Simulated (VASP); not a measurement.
# TiO2 in VASP: single point with r2SCAN

Aim: the single point of TiO2 with r2SCAN.

All numbers are computed with VASP 6.6.1; they aren't measurements. Logs are shortened: lines on timing, memory, paths and dates and some standing lists are left out, and cuts for length are marked.

### 1 The cell of the first run

The cell holds a slab with vacuum, 12 atoms: a = 6.567 Å, b = 6.567 Å, c = 10.464 Å, α = 90.00°, β = 90.00°, γ = 122.95°.

### 2 Single point, r2SCAN

POSCAR

```
TiO2
1.0
    3.1357620000     -5.7698360000      0.0000000000
    3.1357620000      5.7698360000      0.0000000000
    0.0000000000      0.0000000000     10.4635350000
Ti O
4 8
Direct
    0.7542030000      0.2457970000      0.9995420000
    0.2537170000      0.2537170000      0.9426760000
    0.2457970000      0.7542030000      0.9995420000
    0.7462830000      0.7462830000      0.9426760000
    0.6094940000      0.8810860000      0.0382370000
    0.0000000000      0.0000000000      0.8605440000
    0.7563080000      0.2436920000      0.8439630000
    0.3905060000      0.1189140000      0.0382370000
    0.2436920000      0.7563080000      0.8439630000
    0.8810860000      0.6094940000      0.0382370000
    0.1189140000      0.3905060000      0.0382370000
    0.5000000000      0.5000000000      0.8526480000
```

INCAR.step1

```
SYSTEM = TiO2
ALGO = Normal ; EDIFF = 1E-4
ENCUT = 520 ; GGA = PE
ISMEAR = 0 ; LASPH = .True.
LCHARG = .False. ; LREAL = .False.
LWAVE = .True. ; NBANDS = 60
NELM = 80 ; PREC = Accurate
SIGMA = 0.01
```

INCAR.step2

```
SYSTEM = TiO2
ALGO = Normal ; EDIFF = 1E-7
ENCUT = 520 ; ISIF = 2
ISMEAR = 0 ; ISTART = 1
LASPH = .True. ; LCHARG = .False.
LMIXTAU = .True. ; LREAL = .False.
LWAVE = .False. ; METAGGA = R2SCAN
NBANDS = 60 ; NELM = 80
PREC = Accurate ; SIGMA = 0.01
```

KPOINTS

```
k-points
0
Gamma
  3 3 2
  0 0 0
```

Potentials or basis: VASP PAW PBE potentials, release 64 (Ti_sv, O).

The run is started by

```console
$ cat potpaw_PBE.64/Ti_sv/POTCAR potpaw_PBE.64/O/POTCAR > POTCAR
$ cp INCAR.step1 INCAR
$ mpirun -np 1 vasp_std > vasp.out
$ cp INCAR.step2 INCAR
$ mpirun -np 1 vasp_std > vasp.out
```

OUTCAR:

```text
SYSTEM = TiO2
   EDIFF = 1E-7
   ENCUT = 520
   ISIF = 2
   ISMEAR = 0
   ISTART = 1
   LASPH = .True.
   LREAL = .False.
   METAGGA = R2SCAN
   NELM = 80
   PREC = Accurate

 ion  position               nearest neighbor table
   1  0.754  0.246  1.000-   7 1.63   5 2.08  11 2.08  10 2.10   8 2.10
   2  0.254  0.254  0.943-   6 1.81  12 1.81  11 1.86   8 1.86
   3  0.246  0.754  1.000-   9 1.63   8 2.08  10 2.08   5 2.10  11 2.10
   4  0.746  0.746  0.943-   6 1.81  12 1.81  10 1.86   5 1.86
   5  0.609  0.881  0.038-   4 1.86   1 2.08   3 2.10
   6  0.000  0.000  0.861-   2 1.81   4 1.81
   7  0.756  0.244  0.844-   1 1.63
   8  0.391  0.119  0.038-   2 1.86   3 2.08   1 2.10
   9  0.244  0.756  0.844-   3 1.63
  10  0.881  0.609  0.038-   4 1.86   3 2.08   1 2.10
  11  0.119  0.391  0.038-   2 1.86   1 2.08   3 2.10
  12  0.500  0.500  0.853-   2 1.81   4 1.81

  LATTYP: Found a base centered orthorhombic cell.
 ALAT       =     6.2715240000
 B/A-ratio  =     1.8400108171
 C/A-ratio  =     1.6684198291

  Lattice vectors:

 A1 = (   3.1357620000,  -5.7698360000,   0.0000000000)
 A2 = (   3.1357620000,   5.7698360000,   0.0000000000)
 A3 = (   0.0000000000,   0.0000000000,  10.4635350000)

Analysis of symmetry for initial positions (statically):
=====================================================================
 Subroutine PRICEL returns:
 Original cell was already a primitive cell.

 Routine SETGRP: Setting up the symmetry group for a
 base centered orthorhombic supercell.

 Subroutine GETGRP returns: Found  4 space group operations
 (whereof  4 operations were pure point group operations)
 out of a pool of  8 trial point group operations.

The static configuration has the point symmetry C_2v.

Analysis of symmetry for dynamics (positions and initial velocities):
=====================================================================
 Subroutine PRICEL returns:
 Original cell was already a primitive cell.

 Routine SETGRP: Setting up the symmetry group for a
 base centered orthorhombic supercell.

 Subroutine GETGRP returns: Found  4 space group operations
 (whereof  4 operations were pure point group operations)
 out of a pool of  8 trial point group operations.

The dynamic configuration has the point symmetry C_2v.

 Subroutine INISYM returns: Found  4 space group operations
 (whereof  4 operations are pure point group operations),
 and found     1 'primitive' translations

----------------------------------------------------------------------------------------

                                     Primitive cell

  volume of cell :     378.6300

  direct lattice vectors                    reciprocal lattice vectors
     3.135762000 -5.769836000  0.000000000     0.159450877 -0.086657576  0.000000000
     3.135762000  5.769836000  0.000000000     0.159450877  0.086657576  0.000000000
     0.000000000  0.000000000 10.463535000     0.000000000  0.000000000  0.095569996

  length of vectors
     6.566887451  6.566887451 10.463535000     0.181477595  0.181477595  0.095569996

  position of ions in fractional coordinates (direct lattice)
     0.754203000  0.245797000  0.999542000
     0.253717000  0.253717000  0.942676000
     0.245797000  0.754203000  0.999542000
     0.746283000  0.746283000  0.942676000
     0.609494000  0.881086000  0.038237000
     0.000000000  0.000000000  0.860544000
     0.756308000  0.243692000  0.843963000
     0.390506000  0.118914000  0.038237000
     0.243692000  0.756308000  0.843963000
     0.881086000  0.609494000  0.038237000
     0.118914000  0.390506000  0.038237000
     0.500000000  0.500000000  0.852648000

  ion indices of the primitive-cell ions
   primitive index   ion index
                 1           1
                 2           2
                 3           3
                 4           4
                 5           5
                 6           6
                 7           7
                 8           8
                 9           9
                10          10
                11          11
                12          12

----------------------------------------------------------------------------------------

 KPOINTS: k-points

Automatic generation of k-mesh.
 Grid dimensions read from file:
 generate k-points for:    3    3    2

 Generating k-lattice:

  Cartesian coordinates                     Fractional coordinates (reciprocal lattice)
     0.053150292 -0.028885859  0.000000000     0.333333333  0.000000000  0.000000000
     0.053150292  0.028885859  0.000000000     0.000000000  0.333333333  0.000000000
     0.000000000  0.000000000  0.047784998     0.000000000  0.000000000  0.500000000

  Length of vectors
     0.060492532  0.060492532  0.047784998

  Shift w.r.t. Gamma in fractional coordinates (k-lattice)
     0.000000000  0.000000000  0.000000000

 Subroutine IBZKPT returns following result:
 ===========================================

 Found      8 irreducible k-points:

 Following reciprocal coordinates:
            Coordinates               Weight
  0.000000  0.000000  0.000000      1.000000
  0.333333 -0.000000  0.000000      4.000000
  0.333333  0.333333  0.000000      2.000000
 -0.333333  0.333333  0.000000      2.000000
  0.000000  0.000000  0.500000      1.000000
  0.333333 -0.000000  0.500000      4.000000
  0.333333  0.333333  0.500000      2.000000
 -0.333333  0.333333  0.500000      2.000000
   k-points           NKPTS =      8   k-points in BZ     NKDIM =      8   number of bands    NBANDS=     60
   number of dos      NEDOS =    301   number of ions     NIONS =     12
   total plane-waves  NPLWV = 200000
   dimension x,y,z NGX =    50 NGY =   50 NGZ =   80
   dimension x,y,z NGXF=   100 NGYF=  100 NGZF=  160
   ions per type =               4   8
   NGX,Y,Z   is equivalent  to a cutoff of  12.66, 12.66, 12.71 a.u.
   NGXF,Y,Z  is equivalent  to a cutoff of  25.32, 25.32, 25.42 a.u.
 SYSTEM =  TiO2
   PREC   = accura    normal or accurate (medium, high low for compatibility)
   ISTART =      1    job   : 0-new  1-cont  2-samecut
   ICHARG =      0    charge: 1-file 2-atom 10-const
   ISPIN  =      1    spin polarized calculation?
   LNONCOLLINEAR =      F non collinear calculations
   LSORBIT =      F    spin-orbit coupling
   LASPH  =      T    aspherical Exc in radial PAW
   ENCUT  =  520.0 eV  38.22 Ry    6.18 a.u.  12.21 12.21 19.46*2*pi/ulx,y,z
   NELM   =     80;   NELMIN=  2; NELMDL=  0     # of ELM steps
   EDIFF  = 0.1E-06   stopping-criterion for ELM
   LREAL  =      F    real-space projection
   EDIFFG = 0.1E-05   stopping-criterion for IOM
   NSW    =      0    number of steps for IOM
   IBRION =     -1    ionic relax: 0-MD 1-quasi-New 2-CG
   NFREE  =      0    steps in history (QN), initial steepest desc. (CG)
   ISIF   =      2    stress and relaxation
   ISYM   =      2    0-nonsym 1-usesym 2-fastsym
   POTIM  = 0.5000    time-step for ionic-motion
   TEBEG  =    0.0;   TEEND  =   0.0 temperature during run
   PSTRESS=    0.0 pullay stress
   NELECT =      96.0000    total number of electrons
   NUPDOWN=      -1.0000    fix difference up-down
   EMIN   =  10.00;   EMAX   =-10.00  energy-range for DOS
   EFERMI =   0.00;   METHOD = LEGACY
   ISMEAR =     0;   SIGMA  =   0.01  broadening in eV -4-tet -1-fermi 0-gaus
   EFERMI_NEDOS =   21; number of points for ismear=-14 and -15
   IALGO  =     38    algorithm
   IMIX   =      4    mixing-type and parameters
     AMIX     =   0.40;   BMIX     =  1.00
     AMIX_MAG =   1.60;   BMIX_MAG =  1.00
  volume/ion in A,a.u.               =      31.55       212.93
  Fermi-wavevector in a.u.,A,eV,Ry     =   1.036160  1.958059 14.607596  1.073628
  Thomas-Fermi vector in A             =   2.170538
   LORBIT       =      0    0 simple, 1 ext, 2 COOP (PROOUT), +10 PAW based schemes
   METAGGA = R2SCAN    functional components
   LHFCALC =     F    Hartree Fock is set to
   AEXX    =    0.0000 exact exchange contribution
   IVDW    =     0    specifies the selected vdW correction
   LEPSILON=     F    determine dielectric tensor
   LRPA    =     F    only Hartree local field effects (RPA)
 non-spin polarized calculation
 Gauss-broadening in eV      SIGMA  =   0.01
  energy-cutoff  :      520.00
  volume of cell :      378.63
 maximum number of plane-waves:     10233
 NGX is ok and might be reduce to    50
   NGX = 25   NGY = 25   NGZ = 39

 number of electron      96.0000012 magnetization

 Free energy of the ion-electron system (eV)
  ---------------------------------------------------
  ext. energy  EPLUGINS =         0.00000000
  ---------------------------------------------------
  free energy    TOTEN  =      -134.85758541 eV

  energy without entropy =     -134.85758541  energy(sigma->0) =     -134.85758541

 E-fermi :  -3.7300     XC(G=0):  -4.9561

 val. band max:       -3.8412225952   @ k =   0.0000   0.0000   0.5000
 cond. band min:      -0.5919208296   @ k =   0.0000   0.0000   0.0000
 fundamental gap:      3.2493017656
 Fermi energy:        -3.7300377664

 k-point     1 :       0.0000    0.0000    0.0000
  band No.  band energies     occupation
      1     -62.2684      2.00000
      2     -62.2424      2.00000
      3     -61.6120      2.00000
      4     -61.5935      2.00000
      5     -37.8549      2.00000
      6     -37.5584      2.00000
[... 52 lines left out ...]
     59       1.6963      0.00000
     60       1.8719      0.00000

 k-point     2 :       0.3333   -0.0000    0.0000
  band No.  band energies     occupation
      1     -62.2621      2.00000
      2     -62.2487      2.00000
      3     -61.6074      2.00000
      4     -61.5982      2.00000
      5     -37.7650      2.00000
      6     -37.5950      2.00000
[... 367 lines left out ...]
     59       1.4557      0.00000
     60       1.6102      0.00000

 k-point     8 :      -0.3333    0.3333    0.5000
  band No.  band energies     occupation
      1     -62.2683      2.00000
      2     -62.2424      2.00000
      3     -61.6121      2.00000
      4     -61.5935      2.00000
      5     -37.8535      2.00000
      6     -37.5609      2.00000
[... 52 lines left out ...]
     59       1.7740      0.00000
     60       1.8832      0.00000

------------------------ aborting loop because EDIFF is reached ----------------------------------------

  FORCE on cell =-STRESS in cart. coord.  units (eV):
  Direction    XX          YY          ZZ          XY          YZ          ZX
  --------------------------------------------------------------------------------------
  -------------------------------------------------------------------------------------
  Total       -3.2266512     -2.8327017     -3.1823913      0.0000000      0.0000000      0.0000000
  in kB      -13.6536138    -11.9866115    -13.4663275      0.0000000      0.0000000      0.0000000
  external PRESSURE =     -13.0355176 kB  Pullay stress =       0.0000000 kB

 VOLUME and BASIS-vectors are now :
 -----------------------------------------------------------------------------
  energy-cutoff  :      520.00
  volume of cell :      378.63
      direct lattice vectors                 reciprocal lattice vectors
     3.135762000 -5.769836000  0.000000000     0.159450877 -0.086657576  0.000000000
     3.135762000  5.769836000  0.000000000     0.159450877  0.086657576  0.000000000
     0.000000000  0.000000000 10.463535000     0.000000000  0.000000000  0.095569996

 POSITION                                       TOTAL-FORCE (eV/Angst)
 -----------------------------------------------------------------------------------
      3.13576     -2.93342     10.45874         0.000000      0.110009     -0.378740
      1.59119      0.00000      9.86372        -0.196024      0.000000     -0.176579
      3.13576      2.93342     10.45874         0.000000     -0.110009     -0.378740
      4.68033      0.00000      9.86372         0.196024      0.000000     -0.176579
      4.67410      1.56704      0.40009         0.034787     -0.019135     -0.158695
      0.00000      0.00000      9.00433         0.000000      0.000000      0.175490
      3.13576     -2.95771      8.83084         0.000000      0.145482      0.665723
      1.59742     -1.56704      0.40009        -0.034787      0.019135     -0.158695
      3.13576      2.95771      8.83084         0.000000     -0.145482      0.665723
      4.67410     -1.56704      0.40009         0.034787      0.019135     -0.158695
      1.59742      1.56704      0.40009        -0.034787     -0.019135     -0.158695
      3.13576      0.00000      8.92171         0.000000      0.000000      0.238480
 -----------------------------------------------------------------------------------
    total drift:                                0.000000     -0.000000     -0.010291

  FREE ENERGIE OF THE ION-ELECTRON SYSTEM (eV)
  ---------------------------------------------------
  free  energy   TOTEN  =      -134.8575854068 eV

  energy  without entropy=     -134.8575854068  energy(sigma->0) =     -134.85758541
```

Run time: 24 min. Hardware: 1 thread of Intel Xeon Platinum 8259CL at 2.50GHz (Skylake/Cascade Lake), shared host; peak memory 0.56 GiB.

Results:

- Free energy: -134.8576 eV
- Largest force: 0.681 eV/Å
- Band gap on the k mesh: 3.25 eV

Forces on the atoms (eV/Å):
```
Ti   0.000  0.110 -0.379
Ti  -0.196  0.000 -0.177
Ti   0.000 -0.110 -0.379
Ti   0.196  0.000 -0.177
O    0.035 -0.019 -0.159
O    0.000  0.000  0.175
O    0.000  0.145  0.666
O   -0.035  0.019 -0.159
O    0.000 -0.145  0.666
O    0.035  0.019 -0.159
O   -0.035 -0.019 -0.159
O    0.000  0.000  0.238
```

Caveat: the PAW data sets were made with another functional, which shifts forces and pressure a little.
